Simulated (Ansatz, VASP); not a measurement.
## SnO3 in VASP and in Ansatz

```xyz
8
Lattice="6.1822 0.0000 0.0000 0.0000 5.3231 2.1923 0.0000 -5.3231 2.1923" Properties=species:S:1:pos:R:3 pbc="T T T"
Sn    1.5455    1.1076    1.7675
Sn    4.6366   -1.1076    1.7675
O     1.5455   -4.0210    1.9492
O     4.6366    4.0210    1.9492
O     0.0000    0.0000    2.0980
O     3.0911    0.0000    2.0980
O     1.5455    2.5146    3.2560
O     4.6366   -2.5146    3.2560
```

Change from the starting cell: species swapped into the CrO3 type (Ama2, No. 40).

Alike in both runs: functional PBE; k mesh 6 × 8 × 8; occupations gaussian, width 0.02 eV; no spin polarisation.

Ansatz relaxed the structure, and its values are those at the end. VASP's run is a single point on that final structure, the one shown.

|  | VASP | Ansatz |
| --- | --- | --- |
| version | VASP 6.6.1 | Ansatz 0.2.0 |
| potentials or method | VASP PAW PBE potentials, release 64 (Sn_d, O), cutoff 520 eV | scalar-relativistic, plane waves, PAW |
| valence electrons in the cell | 64 | 64 |

Ansatz gave:

```
gap on the k mesh at the Fermi level (eV) : 1.12
least direct gap on the mesh (eV)         : 1.18
pressure (GPa)                            : 0.0
rms of the force components (eV/Å)        : 0.001
```

Q: What did VASP give for the same quantities?

A: gap on the k mesh at the Fermi level (eV): 1.11; least direct gap on the mesh (eV): 1.17; pressure (GPa): 0.4; rms of the force components (eV/Å): 0.066.
